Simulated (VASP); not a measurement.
Crystal: SiC (Moissanite 3C).

```
CELL_PARAMETERS angstrom
0.00000 2.17900 2.17900
2.17900 0.00000 2.17900
2.17900 2.17900 0.00000
ATOMIC_POSITIONS crystal
Si 0.00000 0.00000 0.00000
C 0.75000 0.75000 0.75000
```

* Program: VASP 6.6.1
* Task: relaxation of cell and atoms
* Functional: revPBE
* Dispersion: D4
* Potentials or basis: VASP PAW PBE potentials, release 64 (Si, C)
* Cutoff: 600 eV
* k mesh: 10 × 10 × 10
* Occupations: fermi-dirac, width 0.05 eV
* Spin: no spin polarisation

At the start: pressure -3.9 GPa; volume 10.35 Å³/atom.

Question: How do energy, volume and symmetry change on relaxing?

Answer: Over 3 steps the energy falls by 2.3 meV/atom and the volume is 10.16 Å³/atom (-1.8 %); space group F-43m (No. 216, to 0.05 Å).

The path:
| step | energy change (eV) | largest force (eV/Å) | pressure (GPa) | volume (Å³) |
| --- | --- | --- | --- | --- |
| 1 | 0.0000 | 0.0000 | -3.86 | 20.69 |
| 2 | 0.0001 | 0.0000 | 4.25 | 19.95 |
| 3 | -0.0047 | 0.0000 | 0.06 | 20.32 |

Final structure:
```cif
data_structure
_symmetry_space_group_name_H-M 'P 1'
_symmetry_Int_Tables_number 1
_cell_length_a 3.0629
_cell_length_b 3.0629
_cell_length_c 3.0629
_cell_angle_alpha 60.000
_cell_angle_beta 60.000
_cell_angle_gamma 60.000
_cell_volume 20.32
loop_
_atom_site_label
_atom_site_type_symbol
_atom_site_fract_x
_atom_site_fract_y
_atom_site_fract_z
_atom_site_occupancy
Si1 Si 0.00000 0.00000 0.00000 1
C1 C 0.75000 0.75000 0.75000 1
```

Caveat: the PAW data sets were made with another functional, which shifts forces and pressure a little.
